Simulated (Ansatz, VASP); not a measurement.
Two plane-wave programs on SnO

The input INCAR:

```
SYSTEM = SnO
ALGO = Normal
EDIFF = 1E-6
ENCUT = 520
GGA = PE
ISIF = 2
ISMEAR = -1
IVDW = 12
LASPH = .True.
LCHARG = .False.
LREAL = .False.
LWAVE = .False.
NBANDS = 28
NELM = 80
PREC = Accurate
SIGMA = 0.05
```

The input KPOINTS:

```
k-points
0
Gamma
  7 7 6
  0 0 0
```

File POSCAR:

```
SnO
1.0
    3.8884925471      0.0000000000      0.0000000000
    0.0000000000      3.8884925471      0.0000000000
    0.0000000000      0.0000000000      4.9827594627
Sn O
2 2
Direct
    0.5000000000      0.0000000000      0.7646261400
    0.0000000000      0.5000000000      0.2353738600
    0.0000000000      0.0000000000      0.0000000000
    0.5000000000      0.5000000000      0.0000000000
```

The input input.yaml:

```yaml
crystal:
  lattice:
    - [3.8884925471, 0.0, 0.0]
    - [0.0, 3.8884925471, 0.0]
    - [0.0, 0.0, 4.9827594627]
  atoms:
    - { symbol: Sn, position: [0.5, 0.0, 0.76462614] }
    - { symbol: Sn, position: [0.0, 0.5, 0.23537386] }
    - { symbol: O, position: [0.0, 0.0, 0.0] }
    - { symbol: O, position: [0.5, 0.5, 0.0] }
hamiltonian:
  xc: pbe
  pseudopotentials: { kind: paw }
  dispersion: d3bj
kpoints:
  mp_grid: { grid: [7, 7, 6] }
scf:
  occupations: { method: fermi_dirac, width: 0.05 }
output:
  forces: true
  stress: true
  eigenvalues: true
```

Alike in both runs: task single point; functional PBE; dispersion D3(BJ); k mesh 7 × 7 × 6; occupations fermi-dirac, width 0.05 eV; no spin polarisation.

```csv
,VASP,Ansatz
version,VASP 6.6.1,Ansatz 0.2.0
potentials or method,"VASP PAW PBE potentials, release 64 (Sn_d, O)",Ansatz PAW
plane-wave cutoff (eV),520,420
valence electrons in the cell,40,40
```

Ansatz gave:

| Quantity | Value |
| --- | --- |
| gap on the k mesh at the Fermi level (eV) | 0.57 |
| least direct gap on the mesh (eV) | 2.00 |
| pressure (GPa) | -3.4 |
| traceless stress, the component that is largest in VASP (GPa) | 0.20 |
| rms of the force components (eV/Å) | 0.151 |

Question: Estimate VASP's values.

Answer: gap on the k mesh at the Fermi level (eV): 0.58; least direct gap on the mesh (eV): 1.97; pressure (GPa): -3.2; traceless stress, the component that is largest in VASP (GPa): 0.22; rms of the force components (eV/Å): 0.122.

Atom by atom the forces differ by 0.029 eV/Å (rms over components).

Noted on Ansatz's run: odd divisions of the mesh miss points on the zone boundary, where band edges often lie, so the gap on the mesh can be too wide.
